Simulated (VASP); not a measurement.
## Si2GeN: single point with PBE

Si2GeN:

```
Si Ge N
1.0
     3.64942    0.00000    0.00000
     0.00000    3.64942    0.00000
     0.00000    0.00000    5.18848
Si Ge N
2 1 1
Direct
  0.50000 0.00000 0.75750
  0.00000 0.50000 0.24250
  0.00000 0.00000 0.50000
  0.50000 0.50000 0.00000
```

The cell was built from a structure type or drawn by symmetry, and may not be a known phase.

| Item | Value |
| --- | --- |
| Program | VASP 6.6.1 |
| Task | single point |
| Functional | PBE |
| Potentials or basis | VASP PAW PBE potentials, release 64 (Si, Ge_d, N) |
| Cutoff | 520 eV |
| k mesh | 6 × 6 × 4 |
| Occupations | gaussian, width 0.1 eV |
| Spin | no spin polarisation |

```
Pressure               : -3.3 GPa
Largest force          : 3.247 eV/Å
Band gap on the k mesh : zero (an odd number of electrons rules out a gap without spin polarisation)
```

Forces on the atoms (eV/Å):
```
Si   0.000  0.000  3.247
Si   0.000  0.000 -3.247
Ge   0.000  0.000  0.000
N    0.000  0.000  0.000
```

Stress tensor (GPa, compression positive):
```
-2.40  0.00  0.00
 0.00 -2.40  0.00
 0.00  0.00 -4.98
```

Levels at points of the mesh, in eV from the Fermi level:
```
           k point  band 12  band 13  band 14  band 15  band 16  band 17
(0.00, 0.00, 0.00)    -2.03    -1.44    -1.44     1.20     1.59     2.50
(0.50, 0.00, 0.00)    -3.64    -1.70     0.50     2.11     2.45     3.40
(0.50, 0.50, 0.00)    -4.28    -3.77    -1.12     0.63     0.75     0.75
(0.00, 0.00, 0.50)    -2.36    -2.36     0.12     0.68     2.61     2.70
(0.50, 0.00, 0.50)    -2.63    -1.67    -1.57     1.92     2.78     3.07
(0.50, 0.50, 0.50)    -5.13    -4.80     1.32     2.65     2.65     2.66
```

Run time: 35 s on 1 thread of Intel Xeon 8259CL, with other jobs on the host, peak memory 0.2 GiB.

Caveat: the cell stands under tension; forces of over 1 eV/Å act on the atoms, so gaps and moduli don't describe the material at rest.
